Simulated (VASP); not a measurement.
# Nb2SbS2 (R-3m) in VASP: single point with PBEsol

Aim: the single point of Nb2SbS2 with PBEsol.

All numbers are computed with VASP 6.6.1; they aren't measurements. Logs are shortened: lines on timing, memory, paths and dates and some standing lists are left out, and cuts for length are marked.

### Step 1. The cell of the first run

The structure is trigonal, space group R-3m (No. 166). The conventional cell has a = 3.574 Å, b = 3.574 Å, c = 27.800 Å, α = 90.00°, β = 90.00°, γ = 120.00°. Within 3.2 Å of Nb (site symmetry 3m) lie 3 S at 2.42 Å and 3 Sb at 2.92 Å. Within 3.4 Å of S (site symmetry 3m) lie 3 Nb at 2.42 Å and 3 S at 3.33 Å. Sb (site symmetry -3m) has 6 Nb at 2.92 Å and 6 Sb at 3.57 Å and 6 S at 3.92 Å within 4.0 Å.

### Step 2. Single point, PBEsol

INCAR reads:

```
PREC = Accurate
ENCUT = 520
EDIFF = 1E-6
ISMEAR = -1
SIGMA = 0.1
LREAL = False
LASPH = True
NELM = 80
ALGO = Normal
ISIF = 2
LWAVE = False
LCHARG = False
GGA = PS
NBANDS = 30
```

KPOINTS reads:

```
regular mesh
0
Gamma
  6 6 6
```

POSCAR reads:

```
Nb2SbS2
1.0
    1.7870780323      3.0953099490     -0.0000000568
   -1.7870780323      3.0953099490     -0.0000000568
    0.0000000000     -2.0635397960      9.2665409379
Nb S Sb
2 2 1
Direct
    0.4075471230      0.4075471230      0.2226413689
    0.5924528770      0.5924528770      0.7773586311
    0.2135938326      0.2135938326      0.6407814978
    0.7864061674      0.7864061674      0.3592185022
    0.0000000000      0.0000000000      0.0000000000
```

Potentials or basis: VASP PAW PBE potentials, release 64 (Nb_sv, S, Sb).

On the command line:

```sh
$ cat potpaw_PBE.64/Nb_sv/POTCAR potpaw_PBE.64/S/POTCAR potpaw_PBE.64/Sb/POTCAR > POTCAR
$ mpirun -np 1 vasp_std > vasp.out
```

OUTCAR:

```text
PREC = Accurate
   ENCUT = 520
   EDIFF = 1E-6
   ISMEAR = -1
   LREAL = False
   LASPH = True
   NELM = 80
   ISIF = 2
   GGA = PS

 ion  position               nearest neighbor table
   1  0.408  0.408  0.223-   4 2.42   4 2.42   4 2.42   5 2.92   5 2.92   5 2.92
   2  0.592  0.592  0.777-   3 2.42   3 2.42   3 2.42   5 2.92   5 2.92   5 2.92
   3  0.214  0.214  0.641-   2 2.42   2 2.42   2 2.42
   4  0.786  0.786  0.359-   1 2.42   1 2.42   1 2.42
   5  0.000  0.000  0.000-   2 2.92   2 2.92   1 2.92   1 2.92   1 2.92   2 2.92

  LATTYP: Found a trigonal (rhomboedric) cell.
 ALAT       =     9.4935229206
 COS(alpha) =     0.9291300344

  Lattice vectors:

 A1 = (  -1.7870780323,   1.0317701530,   9.2665408811)
 A2 = (   0.0000000000,  -2.0635397960,   9.2665409379)
 A3 = (   1.7870780323,   1.0317701530,   9.2665408811)

Analysis of symmetry for initial positions (statically):
=====================================================================
 Subroutine PRICEL returns:
 Original cell was already a primitive cell.

 Routine SETGRP: Setting up the symmetry group for a
 trigonal (rhombohedral) supercell.

 Subroutine GETGRP returns: Found 12 space group operations
 (whereof 12 operations were pure point group operations)
 out of a pool of 12 trial point group operations.

The static configuration has the point symmetry D_3d.

Analysis of symmetry for dynamics (positions and initial velocities):
=====================================================================
 Subroutine PRICEL returns:
 Original cell was already a primitive cell.

 Routine SETGRP: Setting up the symmetry group for a
 trigonal (rhombohedral) supercell.

 Subroutine GETGRP returns: Found 12 space group operations
 (whereof 12 operations were pure point group operations)
 out of a pool of 12 trial point group operations.

The dynamic configuration has the point symmetry D_3d.

 Subroutine INISYM returns: Found 12 space group operations
 (whereof 12 operations are pure point group operations),
 and found     1 'primitive' translations

----------------------------------------------------------------------------------------

                                     Primitive cell

  volume of cell :     102.5169

  direct lattice vectors                    reciprocal lattice vectors
     1.787078032  3.095309949 -0.000000057     0.279786328  0.161534712  0.035971708
    -1.787078032  3.095309949 -0.000000057    -0.279786328  0.161534712  0.035971708
     0.000000000 -2.063539796  9.266540938     0.000000000  0.000000002  0.107915134

  length of vectors
     3.574156065  3.574156065  9.493522921     0.325065864  0.325065864  0.107915134

  position of ions in fractional coordinates (direct lattice)
     0.407547123  0.407547123  0.222641369
     0.592452877  0.592452877  0.777358631
     0.213593833  0.213593833  0.640781498
     0.786406167  0.786406167  0.359218502
     0.000000000  0.000000000  0.000000000

  ion indices of the primitive-cell ions
   primitive index   ion index
                 1           1
                 2           2
                 3           3
                 4           4
                 5           5

----------------------------------------------------------------------------------------

 KPOINTS: regular mesh

Automatic generation of k-mesh.
 Grid dimensions read from file:
 generate k-points for:    6    6    6

 Generating k-lattice:

  Cartesian coordinates                     Fractional coordinates (reciprocal lattice)
     0.046631055  0.026922452  0.005995285     0.166666667  0.000000000 -0.000000000
    -0.046631055  0.026922452  0.005995285     0.000000000  0.166666667 -0.000000000
     0.000000000  0.000000000  0.017985856     0.000000000  0.000000000  0.166666667

  Length of vectors
     0.054177644  0.054177644  0.017985856

  Shift w.r.t. Gamma in fractional coordinates (k-lattice)
     0.000000000  0.000000000  0.000000000

 Subroutine IBZKPT returns following result:
 ===========================================

 Found     32 irreducible k-points:

 Following reciprocal coordinates:
            Coordinates               Weight
  0.000000  0.000000  0.000000      1.000000
  0.166667  0.000000  0.000000      6.000000
  0.333333  0.000000  0.000000      6.000000
  0.500000  0.000000 -0.000000      3.000000
  0.166667  0.166667  0.000000      6.000000
  0.333333  0.166667 -0.000000     12.000000
[... 16 lines left out ...]
  0.333333  0.333333  0.166667      6.000000
  0.500000  0.333333  0.166667     12.000000
 [... further k-points ...]
   k-points           NKPTS =     32   k-points in BZ     NKDIM =     32   number of bands    NBANDS=     30
   number of dos      NEDOS =    301   number of ions     NIONS =      5
   total plane-waves  NPLWV =  56448
   dimension x,y,z NGX =    28 NGY =   28 NGZ =   72
   dimension x,y,z NGXF=    56 NGYF=   56 NGZF=  144
   ions per type =               2   2   1
   NGX,Y,Z   is equivalent  to a cutoff of  13.02, 13.02, 12.61 a.u.
   NGXF,Y,Z  is equivalent  to a cutoff of  26.05, 26.05, 25.22 a.u.
 SYSTEM =  unknown system
   PREC   = accura    normal or accurate (medium, high low for compatibility)
   ISTART =      0    job   : 0-new  1-cont  2-samecut
   ICHARG =      2    charge: 1-file 2-atom 10-const
   ISPIN  =      1    spin polarized calculation?
   LNONCOLLINEAR =      F non collinear calculations
   LSORBIT =      F    spin-orbit coupling
   LASPH  =      T    aspherical Exc in radial PAW
   ENCUT  =  520.0 eV  38.22 Ry    6.18 a.u.   6.65  6.65 17.65*2*pi/ulx,y,z
   NELM   =     80;   NELMIN=  2; NELMDL= -5     # of ELM steps
   EDIFF  = 0.1E-05   stopping-criterion for ELM
   LREAL  =      F    real-space projection
   EDIFFG = 0.1E-04   stopping-criterion for IOM
   NSW    =      0    number of steps for IOM
   IBRION =     -1    ionic relax: 0-MD 1-quasi-New 2-CG
   NFREE  =      0    steps in history (QN), initial steepest desc. (CG)
   ISIF   =      2    stress and relaxation
   ISYM   =      2    0-nonsym 1-usesym 2-fastsym
   POTIM  = 0.5000    time-step for ionic-motion
   TEBEG  =    0.0;   TEEND  =   0.0 temperature during run
   PSTRESS=    0.0 pullay stress
   NELECT =      43.0000    total number of electrons
   NUPDOWN=      -1.0000    fix difference up-down
   EMIN   =  10.00;   EMAX   =-10.00  energy-range for DOS
   EFERMI =   0.00;   METHOD = LEGACY
   ISMEAR =    -1;   SIGMA  =   0.10  broadening in eV -4-tet -1-fermi 0-gaus
   EFERMI_NEDOS =   21; number of points for ismear=-14 and -15
   IALGO  =     38    algorithm
   IMIX   =      4    mixing-type and parameters
     AMIX     =   0.40;   BMIX     =  1.00
     AMIX_MAG =   1.60;   BMIX_MAG =  1.00
  volume/ion in A,a.u.               =      20.50       138.36
  Fermi-wavevector in a.u.,A,eV,Ry     =   1.225460  2.315784 20.432586  1.501753
  Thomas-Fermi vector in A             =   2.360497
   LORBIT       =      0    0 simple, 1 ext, 2 COOP (PROOUT), +10 PAW based schemes
   GGA     = PS    functional components
   LHFCALC =     F    Hartree Fock is set to
   AEXX    =    0.0000 exact exchange contribution
   IVDW    =     0    specifies the selected vdW correction
   LEPSILON=     F    determine dielectric tensor
   LRPA    =     F    only Hartree local field effects (RPA)
 non-spin polarized calculation
  energy-cutoff  :      520.00
  volume of cell :      102.52
 maximum number of plane-waves:      2800
 NGX is ok and might be reduce to    28
   NGX = 13   NGY = 13   NGZ = 35

 number of electron      43.0000000 magnetization

 Free energy of the ion-electron system (eV)
  ---------------------------------------------------
  ext. energy  EPLUGINS =         0.00000000
  ---------------------------------------------------
  free energy    TOTEN  =       -38.08862241 eV

  energy without entropy =      -37.92895780  energy(sigma->0) =      -38.00879010

 E-fermi :   8.2693     XC(G=0): -10.9304

 val. band max:        8.2681829673   @ k =   0.5000   0.1667   0.1667
 cond. band min:       8.2711845893   @ k =   0.0000   0.0000   0.0000
 fundamental gap:      0.0030016221
 Fermi energy:         8.2692622253

 k-point     1 :       0.0000    0.0000    0.0000
  band No.  band energies     occupation
      1     -47.0171      2.00000
      2     -47.0168      2.00000
      3     -23.1239      2.00000
      4     -23.1108      2.00000
      5     -23.0794      2.00000
      6     -23.0794      2.00000
[... 22 lines left out ...]
     29      12.5046      0.00000
     30      13.3033      0.00000

 k-point     2 :       0.1667    0.0000    0.0000
  band No.  band energies     occupation
      1     -47.0134      2.00000
      2     -47.0131      2.00000
      3     -23.1335      2.00000
      4     -23.1320      2.00000
      5     -23.1106      2.00000
      6     -23.0987      2.00000
[... 22 lines left out ...]
     29      11.9767      0.00000
     30      12.8540      0.00000

 k-point     3 :       0.3333    0.0000    0.0000
  band No.  band energies     occupation
      1     -47.0060      2.00000
      2     -47.0057      2.00000
      3     -23.2321      2.00000
      4     -23.2303      2.00000
      5     -23.1144      2.00000
      6     -23.1122      2.00000
[... 22 lines left out ...]
     29      12.8359      0.00000
     30      13.1597      0.00000

 k-point     4 :       0.5000    0.0000   -0.0000
  band No.  band energies     occupation
      1     -47.0022      2.00000
      2     -47.0020      2.00000
      3     -23.2811      2.00000
      4     -23.2794      2.00000
      5     -23.1259      2.00000
      6     -23.1235      2.00000
[... 616 lines left out ...]
     29      11.7918      0.00000
     30      13.4679      0.00000

 k-point    23 :       0.3333    0.3333    0.1667
  band No.  band energies     occupation
      1     -47.0059      2.00000
      2     -47.0057      2.00000
      3     -23.2320      2.00000
      4     -23.2304      2.00000
      5     -23.1144      2.00000
      6     -23.1122      2.00000
[... 22 lines left out ...]
     29      12.4217      0.00000
     30      13.0870      0.00000

 k-point    24 :       0.5000    0.3333    0.1667
  band No.  band energies     occupation
      1     -47.0022      2.00000
      2     -47.0020      2.00000
      3     -23.2557      2.00000
      4     -23.2545      2.00000
      5     -23.1517      2.00000
      6     -23.1496      2.00000
[... 22 lines left out ...]
     29      11.9870      0.00000
     30      13.6057      0.00000

 [... further k-points ...]

------------------------ aborting loop because EDIFF is reached ----------------------------------------

  FORCE on cell =-STRESS in cart. coord.  units (eV):
  Direction    XX          YY          ZZ          XY          YZ          ZX
  --------------------------------------------------------------------------------------
  -------------------------------------------------------------------------------------
  Total       -3.9711279     -3.9711279      1.5659780      0.0000000      0.0000001      0.0000000
  in kB      -62.0624847    -62.0624847     24.4737734      0.0000000      0.0000016      0.0000000
  external PRESSURE =     -33.2170653 kB  Pullay stress =       0.0000000 kB

 VOLUME and BASIS-vectors are now :
 -----------------------------------------------------------------------------
  energy-cutoff  :      520.00
  volume of cell :      102.52
      direct lattice vectors                 reciprocal lattice vectors
     1.787078032  3.095309949 -0.000000057     0.279786328  0.161534712  0.035971708
    -1.787078032  3.095309949 -0.000000057    -0.279786328  0.161534712  0.035971708
     0.000000000 -2.063539796  9.266540938     0.000000000  0.000000002  0.107915134

 POSITION                                       TOTAL-FORCE (eV/Angst)
 -----------------------------------------------------------------------------------
      0.00000      2.06354      2.06312         0.000000      0.000000      0.006979
      0.00000      2.06354      7.20343         0.000000     -0.000000     -0.006979
      0.00000      0.00000      5.93783         0.000000      0.000000      0.005160
      0.00000      4.12708      3.32871         0.000000     -0.000000     -0.005160
      0.00000      0.00000      0.00000         0.000000     -0.000000      0.000000
 -----------------------------------------------------------------------------------
    total drift:                                0.000000     -0.000000      0.000000

  FREE ENERGIE OF THE ION-ELECTRON SYSTEM (eV)
  ---------------------------------------------------
  free  energy   TOTEN  =       -38.0886224057 eV

  energy  without entropy=      -37.9289577984  energy(sigma->0) =      -38.00879010
```

It took 3.3 min on 1 thread of AMD EPYC 7R13, shared host; peak memory 0.25 GiB.

Results:

```yaml
Free_energy: -38.0886 eV
Pressure: -3.3 GPa
Largest_force: 0.007 eV/Å
Band_gap_on_the_k_mesh: zero (an odd number of electrons rules out a gap without spin polarisation)
```

Forces on the atoms (eV/Å):
```
Nb   0.000  0.000  0.007
Nb   0.000  0.000 -0.007
S    0.000  0.000  0.005
S    0.000  0.000 -0.005
Sb   0.000  0.000  0.000
```

Levels at points of the mesh, in eV from the Fermi level:
```
           k point  band 19  band 20  band 21  band 22  band 23  band 24  band 25  band 26
(0.00, 0.00, 0.00)     0.00     0.00     0.08     0.08     0.69     1.43     1.43     1.65
(0.50, 0.00, 0.00)    -2.55    -0.73    -0.52    -0.07     0.85     1.54     1.66     2.12
(0.50, 0.50, 0.00)    -2.89    -0.64    -0.43    -0.36     1.04     1.54     1.60     2.16
(0.00, 0.00, 0.50)    -0.06    -0.06     0.14     0.14     0.82     1.21     1.21     1.66
```

Caveat: the cell stands under tension; the PAW data sets were made with another functional, which shifts forces and pressure a little; spin-orbit coupling is left out, which moves the levels of the heavy elements.
